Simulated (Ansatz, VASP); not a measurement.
Two plane-wave programs on MgO

```xyz
4
Lattice="3.2457 0.0000 0.0000 -1.6228 2.8109 0.0000 0.0000 0.0000 4.9190" Properties=species:S:1:pos:R:3 pbc="T T T"
Mg    0.0000    1.8739    0.0180
Mg    1.6229    0.9370    2.4775
O     0.0000    1.8739    1.9722
O     1.6229    0.9370    4.4317
```

Alike in both runs: task single point; functional PBEsol; k mesh 9 × 9 × 6; occupations gaussian, width 0.05 eV; no spin polarisation.

|  | VASP | Ansatz |
| --- | --- | --- |
| version | VASP 6.6.1 | Ansatz 0.2.0 |
| potentials or method | VASP PAW PBE potentials, release 64 (Mg, O), cutoff 520 eV | scalar-relativistic, plane waves, PAW |
| valence electrons in the cell | 16 | 32 |

```csv
,VASP,Ansatz,Ansatz less VASP
gap on the k mesh at the Fermi level (eV),3.66,3.66,+0.003
least direct gap on the mesh (eV),3.66,3.66,+0.003
pressure (GPa),7.2,7.4,+0.19
"traceless stress, the component that is largest in VASP (GPa)",-0.30,-0.32,-0.013
rms of the force components (eV/Å),0.047,0.047,0.0000
```

VASP's potentials were made for PBE, not for PBEsol, and Ansatz warns of the same on its side. Atom by atom the forces differ by 0.000 eV/Å (rms over components). With one functional, cell and mesh, what is left measures potentials, basis and numerics. VASP's potentials hold 16 valence electrons a cell and Ansatz's 32, so a difference there can come from the potentials and not from the codes.
